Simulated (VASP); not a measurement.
Crystal: Mg.

```
CELL_PARAMETERS angstrom
3.17683 0.00000 0.00000
-1.58841 2.75121 0.00000
0.00000 0.00000 10.31886
ATOMIC_POSITIONS crystal
Mg 0.66260 0.32561 0.74739
Mg 0.99409 0.98356 0.50147
Mg 0.32416 0.67579 0.25611
Mg 0.98175 0.99713 0.00036
```

This cell differs from its parent crystal: atoms moved at random.

Base run:

* Program: VASP 6.6.1
* Functional: PBE
* Potentials or basis: VASP PAW PBE potentials, release 64 (Mg)
* Cutoff: 520 eV
* k mesh: 10 × 10 × 3
* Occupations: fermi-dirac, width 0.05 eV
* Spin: no spin polarisation

Its results: band gap on the k mesh zero (band 4 reaches 3.37 eV, above the bottom of band 5 at 1.48 eV); pressure 0.8 GPa; largest force 0.180 eV/Å.

The run is repeated on the same cell with these changes: functional from PBE to PBEsol. What comes out?

Band gap on the k mesh zero (band 4 reaches 3.33 eV, above the bottom of band 5 at 1.44 eV); pressure 0.2 GPa; largest force 0.177 eV/Å.

PBEsol binds more tightly than PBE, so the same cell stands under less pressure.

Caveats: the PAW data sets were made with another functional, which shifts forces and pressure a little (some runs).
